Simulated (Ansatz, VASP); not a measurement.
**NaCl: VASP beside Ansatz**

Contents of INCAR:

```
SYSTEM = NaCl
PREC     = Accurate       ! precision mode
ENCUT    = 520            ! plane-wave cutoff, eV
EDIFF    = 1E-6           ! SCF threshold, eV
ISMEAR   = 0              ! smearing method
SIGMA    = 0.01           ! smearing width, eV
LREAL    = .False.        ! projectors in reciprocal space
LASPH    = .True.         ! aspherical terms in the spheres
NELM     = 60             ! most SCF steps
ALGO     = Normal         ! electronic algorithm
ISIF     = 2              ! what is computed and relaxed
LWAVE    = .False.        ! write WAVECAR
LCHARG   = .False.        ! write CHGCAR
GGA      = PE             ! functional
NBANDS   = 14             ! bands
```

File KPOINTS:

```
regular mesh
0
Gamma
  8 8 8
  0 0 0
```

File POSCAR:

```
NaCl
1.0
    0.0000000000      2.8026987877      2.8026987877
    2.8026987877      0.0000000000      2.8026987877
    2.8026987877      2.8026987877      0.0000000000
Na Cl
1 1
Direct
    0.0000000000      0.0000000000      0.0000000000
    0.5000000000      0.5000000000      0.5000000000
```

Input for Ansatz:

```yaml
crystal:
  lattice:
    - [0.0, 2.8026987877, 2.8026987877]
    - [2.8026987877, 0.0, 2.8026987877]
    - [2.8026987877, 2.8026987877, 0.0]
  atoms:
    - { symbol: Na, position: [0.0, 0.0, 0.0] }
    - { symbol: Cl, position: [0.5, 0.5, 0.5] }
kpoints:
  mp_grid: { grid: [8, 8, 8] }
  band_path:
    path:
      - [0.0, 0.0, 0.0]
      - [0.5, 0.0, 0.5]
      - [0.625, 0.25, 0.625]
      - [0.375, 0.375, 0.75]
      - [0.5, 0.5, 0.5]
      - [0.5, 0.25, 0.75]
    npoints: 1
hamiltonian:
  xc: pbe
scf:
  occupations: { method: fixed }
  n_extra_bands: 4
output:
  forces: true
  stress: true
  eigenvalues: true
```

Alike in both runs: task single point; functional PBE; k mesh 8 × 8 × 8; no spin polarisation.

|  | VASP | Ansatz |
| --- | --- | --- |
| version | VASP 6.6.1 | Ansatz 0.2.0 |
| potentials or method | VASP PAW PBE potentials, release 64 (Na_pv, Cl) | plane waves, PAW |
| plane-wave cutoff (eV) | 520 | 420 |
| occupations | gaussian, width 0.01 eV | fixed |
| valence electrons in the cell | 14 | 16 |

Ansatz gave:

```
gap on the k mesh at the Fermi level (eV) : 5.18
pressure (GPa)                            : 1.3
```

Q: Estimate VASP's values.

A: gap on the k mesh at the Fermi level (eV): 5.18; pressure (GPa): 1.2.

VASP's potentials hold 14 valence electrons a cell and Ansatz's 16, so a difference there can come from the potentials and not from the codes.
